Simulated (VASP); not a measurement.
**MgF2: single point with PBEsol**

The system is MgF2.

```
CELL_PARAMETERS angstrom
4.63916 0.00000 0.00000
0.00000 4.63916 0.00000
0.00000 0.00000 3.06251
ATOMIC_POSITIONS crystal
Mg 0.50000 0.50000 0.50000
Mg 0.00000 0.00000 0.00000
F 0.69660 0.69660 0.00000
F 0.80340 0.19660 0.50000
F 0.30340 0.30340 0.00000
F 0.19660 0.80340 0.50000
```

```
Program             : VASP 6.6.1
Task                : single point
Functional          : PBEsol
Potentials or basis : VASP PAW PBE potentials, release 64 (Mg, F)
Cutoff              : 600 eV
k mesh              : 6 × 6 × 8
Occupations         : fermi-dirac, width 0.02 eV
Spin                : no spin polarisation
```

```json
{
  "Pressure": "-1.0 GPa",
  "Band gap on the k mesh": "6.86 eV"
}
```

Levels at points of the mesh, in eV from the valence-band top:
| k point | band 12 | band 13 | band 14 | band 15 | band 16 | band 17 | band 18 | band 19 | band 20 | band 21 |
| --- | --- | --- | --- | --- | --- | --- | --- | --- | --- | --- |
| (0.00, 0.00, 0.00) | -1.23 | -0.74 | -0.32 | -0.32 | 0.00 | 6.86 | 11.98 | 11.98 | 13.47 | 14.18 |
| (0.50, 0.00, 0.00) | -1.37 | -0.98 | -0.98 | -0.38 | -0.38 | 9.27 | 9.27 | 13.23 | 13.23 | 15.28 |
| (0.50, 0.50, 0.00) | -1.28 | -0.95 | -0.95 | -0.77 | -0.77 | 10.97 | 10.97 | 11.05 | 11.05 | 17.16 |
| (0.00, 0.00, 0.50) | -1.43 | -1.15 | -1.15 | -0.85 | -0.85 | 11.59 | 11.59 | 14.67 | 14.67 | 15.17 |
| (0.50, 0.00, 0.50) | -1.36 | -0.73 | -0.73 | -0.66 | -0.66 | 12.48 | 12.48 | 13.21 | 13.21 | 15.52 |
| (0.50, 0.50, 0.50) | -1.40 | -0.60 | -0.60 | -0.48 | -0.48 | 13.05 | 13.05 | 13.07 | 13.07 | 14.34 |

It took 74 s on 1 thread of Intel(R) Xeon(R) Platinum 8259CL CPU @ 2.50GHz (Skylake/Cascade Lake), on a shared host, peak memory 0.23 GiB.

Caveat: the PAW data sets were made with another functional, which shifts forces and pressure a little. A k mesh can miss the band edges.
